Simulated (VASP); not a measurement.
# ZnGa2F (P4/mmm) in VASP: a series of runs

Runs on ZnGa2F. Level: PBE. Tasks: single point, relaxation of cell and atoms.

All numbers are computed with VASP 6.6.1; they aren't measurements. Logs are shortened: lines on timing, memory, paths and dates and some standing lists are left out, and cuts for length are marked.

## Step 1: The cell of the first run

The structure is tetragonal, space group P4/mmm (No. 123). Conventional cell: a = 3.837 Å, b = 3.837 Å, c = 4.082 Å, α = 90.00°, β = 90.00°, γ = 90.00°. Within 3.6 Å of Zn (site symmetry 4/mmm) lie 4 F at 2.71 Å and 8 Ga at 2.80 Å. Within 3.6 Å of Ga (site symmetry mmm) lie 4 Ga at 2.71 Å and 4 Zn at 2.80 Å and 4 F at 2.80 Å. F (site symmetry 4/mmm) has 4 Zn at 2.71 Å and 8 Ga at 2.80 Å within 3.6 Å.

## Step 2: Single point, PBE

Input file INCAR:

```
SYSTEM = ZnGa2F
PREC     = Accurate       ! precision mode
ENCUT    = 520            ! plane-wave cutoff, eV
EDIFF    = 1E-6           ! SCF threshold, eV
ISMEAR   = 0              ! smearing method
SIGMA    = 0.1            ! smearing width, eV
LREAL    = .FALSE.        ! projectors in reciprocal space
LASPH    = .TRUE.         ! aspherical terms in the spheres
NELM     = 100            ! most SCF steps
ALGO     = Normal         ! electronic algorithm
ISIF     = 2              ! what is computed and relaxed
LWAVE    = .FALSE.        ! write WAVECAR
LCHARG   = .TRUE.         ! write CHGCAR
GGA      = PE             ! functional
LELF     = .TRUE.         ! ELF
LVHAR    = .TRUE.       
NBANDS   = 30             ! bands
```

Input file KPOINTS:

```
Automatic mesh
0
G
  4 4 4
  0 0 0
```

Input file POSCAR:

```
ZnGa2F
1.0
    3.8374339600      0.0000000000      0.0000000000
    0.0000000000      3.8374339600      0.0000000000
    0.0000000000      0.0000000000      4.0816444400
Zn Ga F
1 2 1
Direct
    0.5000000000      0.5000000000      0.0000000000
    0.5000000000      0.0000000000      0.5000000000
    0.0000000000      0.5000000000      0.5000000000
    0.0000000000      0.0000000000      0.0000000000
```

Potentials or basis: VASP PAW PBE potentials, release 64 (Zn, Ga_d, F).

Started as:

```console
$ cat potpaw_PBE.64/Zn/POTCAR potpaw_PBE.64/Ga_d/POTCAR potpaw_PBE.64/F/POTCAR > POTCAR
$ mpirun -np 1 vasp_std > vasp.out
```

OUTCAR:

```text
SYSTEM = ZnGa2F
   PREC = Accurate
   ENCUT = 520
   EDIFF = 1E-6
   ISMEAR = 0
   LREAL = .FALSE.
   LASPH = .TRUE.
   NELM = 100
   ISIF = 2
   GGA = PE

 ion  position               nearest neighbor table
   1  0.500  0.500  0.000-   2 2.80   3 2.80   2 2.80   3 2.80   2 2.80   2 2.80   3 2.80   3 2.80

   2  0.500  0.000  0.500-   3 2.71   3 2.71   3 2.71   3 2.71   1 2.80   1 2.80   1 2.80   1 2.80

   3  0.000  0.500  0.500-   2 2.71   2 2.71   2 2.71   2 2.71   1 2.80   1 2.80   1 2.80   1 2.80

   4  0.000  0.000  0.000-

  LATTYP: Found a simple tetragonal cell.
 ALAT       =     3.8374339600
 C/A-ratio  =     1.0636390053

  Lattice vectors:

 A1 = (   3.8374339600,   0.0000000000,   0.0000000000)
 A2 = (   0.0000000000,   3.8374339600,   0.0000000000)
 A3 = (   0.0000000000,   0.0000000000,   4.0816444400)

Analysis of symmetry for initial positions (statically):
=====================================================================
 Subroutine PRICEL returns:
 Original cell was already a primitive cell.

 Routine SETGRP: Setting up the symmetry group for a
 simple tetragonal supercell.

 Subroutine GETGRP returns: Found 16 space group operations
 (whereof 16 operations were pure point group operations)
 out of a pool of 16 trial point group operations.

The static configuration has the point symmetry D_4h.

Analysis of symmetry for dynamics (positions and initial velocities):
=====================================================================
 Subroutine PRICEL returns:
 Original cell was already a primitive cell.

 Routine SETGRP: Setting up the symmetry group for a
 simple tetragonal supercell.

 Subroutine GETGRP returns: Found 16 space group operations
 (whereof 16 operations were pure point group operations)
 out of a pool of 16 trial point group operations.

The dynamic configuration has the point symmetry D_4h.

 Subroutine INISYM returns: Found 16 space group operations
 (whereof 16 operations are pure point group operations),
 and found     1 'primitive' translations

----------------------------------------------------------------------------------------

                                     Primitive cell

  volume of cell :      60.1059

  direct lattice vectors                    reciprocal lattice vectors
     3.837433960  0.000000000  0.000000000     0.260590804  0.000000000  0.000000000
     0.000000000  3.837433960  0.000000000     0.000000000  0.260590804  0.000000000
     0.000000000  0.000000000  4.081644440     0.000000000  0.000000000  0.244999292

  length of vectors
     3.837433960  3.837433960  4.081644440     0.260590804  0.260590804  0.244999292

  position of ions in fractional coordinates (direct lattice)
     0.500000000  0.500000000  0.000000000
     0.500000000  0.000000000  0.500000000
     0.000000000  0.500000000  0.500000000
     0.000000000  0.000000000  0.000000000

  ion indices of the primitive-cell ions
   primitive index   ion index
                 1           1
                 2           2
                 3           3
                 4           4

----------------------------------------------------------------------------------------

 KPOINTS: Automatic mesh

Automatic generation of k-mesh.
 Grid dimensions read from file:
 generate k-points for:    4    4    4

 Generating k-lattice:

  Cartesian coordinates                     Fractional coordinates (reciprocal lattice)
     0.065147701  0.000000000  0.000000000     0.250000000  0.000000000  0.000000000
     0.000000000  0.065147701  0.000000000     0.000000000  0.250000000  0.000000000
     0.000000000  0.000000000  0.061249823     0.000000000  0.000000000  0.250000000

  Length of vectors
     0.065147701  0.065147701  0.061249823

  Shift w.r.t. Gamma in fractional coordinates (k-lattice)
     0.000000000  0.000000000  0.000000000

 Subroutine IBZKPT returns following result:
 ===========================================

 Found     18 irreducible k-points:

 Following reciprocal coordinates:
            Coordinates               Weight
  0.000000  0.000000  0.000000      1.000000
  0.250000  0.000000  0.000000      4.000000
  0.500000  0.000000  0.000000      2.000000
  0.250000  0.250000  0.000000      4.000000
  0.500000  0.250000  0.000000      4.000000
  0.500000  0.500000  0.000000      1.000000
[... 10 lines left out ...]
  0.500000  0.250000  0.500000      4.000000
  0.500000  0.500000  0.500000      1.000000
   k-points           NKPTS =     18   k-points in BZ     NKDIM =     18   number of bands    NBANDS=     30
   number of dos      NEDOS =    301   number of ions     NIONS =      4
   total plane-waves  NPLWV =  27000
   dimension x,y,z NGX =    30 NGY =   30 NGZ =   30
   dimension x,y,z NGXF=    60 NGYF=   60 NGZF=   60
   ions per type =               1   2   1
   NGX,Y,Z   is equivalent  to a cutoff of  13.00, 13.00, 12.22 a.u.
   NGXF,Y,Z  is equivalent  to a cutoff of  25.99, 25.99, 24.44 a.u.
 SYSTEM =  ZnGa2F
   PREC   = accura    normal or accurate (medium, high low for compatibility)
   ISTART =      0    job   : 0-new  1-cont  2-samecut
   ICHARG =      2    charge: 1-file 2-atom 10-const
   ISPIN  =      1    spin polarized calculation?
   LNONCOLLINEAR =      F non collinear calculations
   LSORBIT =      F    spin-orbit coupling
   LASPH  =      T    aspherical Exc in radial PAW
   ENCUT  =  520.0 eV  38.22 Ry    6.18 a.u.   7.14  7.14  7.59*2*pi/ulx,y,z
   NELM   =    100;   NELMIN=  2; NELMDL= -5     # of ELM steps
   EDIFF  = 0.1E-05   stopping-criterion for ELM
   LREAL  =      F    real-space projection
   EDIFFG = 0.1E-04   stopping-criterion for IOM
   NSW    =      0    number of steps for IOM
   IBRION =     -1    ionic relax: 0-MD 1-quasi-New 2-CG
   NFREE  =      0    steps in history (QN), initial steepest desc. (CG)
   ISIF   =      2    stress and relaxation
   ISYM   =      2    0-nonsym 1-usesym 2-fastsym
   POTIM  = 0.5000    time-step for ionic-motion
   TEBEG  =    0.0;   TEEND  =   0.0 temperature during run
   PSTRESS=    0.0 pullay stress
   NELECT =      45.0000    total number of electrons
   NUPDOWN=      -1.0000    fix difference up-down
   EMIN   =  10.00;   EMAX   =-10.00  energy-range for DOS
   EFERMI =   0.00;   METHOD = LEGACY
   ISMEAR =     0;   SIGMA  =   0.10  broadening in eV -4-tet -1-fermi 0-gaus
   EFERMI_NEDOS =   21; number of points for ismear=-14 and -15
   IALGO  =     38    algorithm
   IMIX   =      4    mixing-type and parameters
     AMIX     =   0.40;   BMIX     =  1.00
     AMIX_MAG =   1.60;   BMIX_MAG =  1.00
  volume/ion in A,a.u.               =      15.03       101.40
  Fermi-wavevector in a.u.,A,eV,Ry     =   1.486529  2.809132 30.065718  2.209768
  Thomas-Fermi vector in A             =   2.599804
   LORBIT       =      0    0 simple, 1 ext, 2 COOP (PROOUT), +10 PAW based schemes
   GGA     = PE    functional components
   LHFCALC =     F    Hartree Fock is set to
   AEXX    =    0.0000 exact exchange contribution
   IVDW    =     0    specifies the selected vdW correction
   LEPSILON=     F    determine dielectric tensor
   LRPA    =     F    only Hartree local field effects (RPA)
 non-spin polarized calculation
 Gauss-broadening in eV      SIGMA  =   0.10
  energy-cutoff  :      520.00
  volume of cell :       60.11
 maximum number of plane-waves:      1648
 NGX is ok and might be reduce to    30
   NGX = 15   NGY = 15   NGZ = 15

 number of electron      45.0000047 magnetization

 Free energy of the ion-electron system (eV)
  ---------------------------------------------------
  ext. energy  EPLUGINS =         0.00000000
  ---------------------------------------------------
  free energy    TOTEN  =       -10.43348202 eV

  energy without entropy =      -10.42398356  energy(sigma->0) =      -10.42873279

 E-fermi :   4.8468     XC(G=0): -11.1838

 val. band max:        4.8444807603   @ k =   0.5000   0.2500   0.0000
 cond. band min:       4.8589263263   @ k =   0.0000   0.0000   0.0000
 fundamental gap:      0.0144455660
 Fermi energy:         4.8467738559

 k-point     1 :       0.0000    0.0000    0.0000
  band No.  band energies     occupation
      1     -18.2600      2.00000
      2     -10.8387      2.00000
      3     -10.7337      2.00000
      4     -10.6686      2.00000
      5     -10.5840      2.00000
      6     -10.5840      2.00000
[... 22 lines left out ...]
     29      12.7800      0.00000
     30      15.8255      0.00000

 k-point     2 :       0.2500    0.0000    0.0000
  band No.  band energies     occupation
      1     -18.2405      2.00000
      2     -10.7563      2.00000
      3     -10.6724      2.00000
      4     -10.6116      2.00000
      5     -10.5664      2.00000
      6     -10.5589      2.00000
[... 22 lines left out ...]
     29      13.0821      0.00000
     30      14.0342      0.00000

 k-point     3 :       0.5000    0.0000    0.0000
  band No.  band energies     occupation
      1     -18.2207      2.00000
      2     -10.5624      2.00000
      3     -10.5415      2.00000
      4     -10.5410      2.00000
      5     -10.5373      2.00000
      6     -10.5214      2.00000
[... 22 lines left out ...]
     29      11.9255      0.00000
     30      15.0107      0.00000

 k-point     4 :       0.2500    0.2500    0.0000
  band No.  band energies     occupation
      1     -18.2236      2.00000
      2     -10.7525      2.00000
      3     -10.6106      2.00000
      4     -10.6037      2.00000
      5     -10.5342      2.00000
      6     -10.5214      2.00000
[... 418 lines left out ...]
     29      15.1709      0.00000
     30      15.3744      0.00000

 k-point    17 :       0.5000    0.2500    0.5000
  band No.  band energies     occupation
      1     -18.1925      2.00000
      2     -10.6583      2.00000
      3     -10.6566      2.00000
      4     -10.6078      2.00000
      5     -10.5674      2.00000
      6     -10.4950      2.00000
[... 22 lines left out ...]
     29      14.5332      0.00000
     30      16.0465      0.00000

 k-point    18 :       0.5000    0.5000    0.5000
  band No.  band energies     occupation
      1     -18.1836      2.00000
      2     -10.7125      2.00000
      3     -10.7125      2.00000
      4     -10.6491      2.00000
      5     -10.5902      2.00000
      6     -10.4771      2.00000
[... 22 lines left out ...]
     29      17.8737      0.00000
     30      18.4873      0.00000

------------------------ aborting loop because EDIFF is reached ----------------------------------------

  FORCE on cell =-STRESS in cart. coord.  units (eV):
  Direction    XX          YY          ZZ          XY          YZ          ZX
  --------------------------------------------------------------------------------------
  -------------------------------------------------------------------------------------
  Total        3.0438334      3.0438334      2.2998878      0.0000000     -0.0000000      0.0000000
  in kB       81.1361612     81.1361612     61.3056109      0.0000000     -0.0000000      0.0000000
  external PRESSURE =      74.5259778 kB  Pullay stress =       0.0000000 kB

 VOLUME and BASIS-vectors are now :
 -----------------------------------------------------------------------------
  energy-cutoff  :      520.00
  volume of cell :       60.11
      direct lattice vectors                 reciprocal lattice vectors
     3.837433960  0.000000000  0.000000000     0.260590804  0.000000000  0.000000000
     0.000000000  3.837433960  0.000000000     0.000000000  0.260590804  0.000000000
     0.000000000  0.000000000  4.081644440     0.000000000  0.000000000  0.244999292

 POSITION                                       TOTAL-FORCE (eV/Angst)
 -----------------------------------------------------------------------------------
      1.91872      1.91872      0.00000         0.000000      0.000000      0.000000
      1.91872      0.00000      2.04082         0.000000      0.000000      0.000000
      0.00000      1.91872      2.04082         0.000000      0.000000      0.000000
      0.00000      0.00000      0.00000         0.000000      0.000000      0.000000
 -----------------------------------------------------------------------------------
    total drift:                                0.000000      0.000000     -0.000000

  FREE ENERGIE OF THE ION-ELECTRON SYSTEM (eV)
  ---------------------------------------------------
  free  energy   TOTEN  =       -10.4334820196 eV

  energy  without entropy=      -10.4239835593  energy(sigma->0) =      -10.42873279
```

It took 27 s on 1 thread of Intel Xeon Platinum 8259CL at 2.50GHz (Skylake/Cascade Lake), shared host; peak memory 0.19 GiB.

What came out:

| Item | Value |
| --- | --- |
| Free energy | -10.4335 eV |
| Pressure | 7.5 GPa |

Caveat: the k points lie up to 0.41 Å⁻¹ apart; an odd number of electrons without spin polarisation forces a metal; a magnetic or distorted state may lie lower.

(Continued in part 2 of 2.)
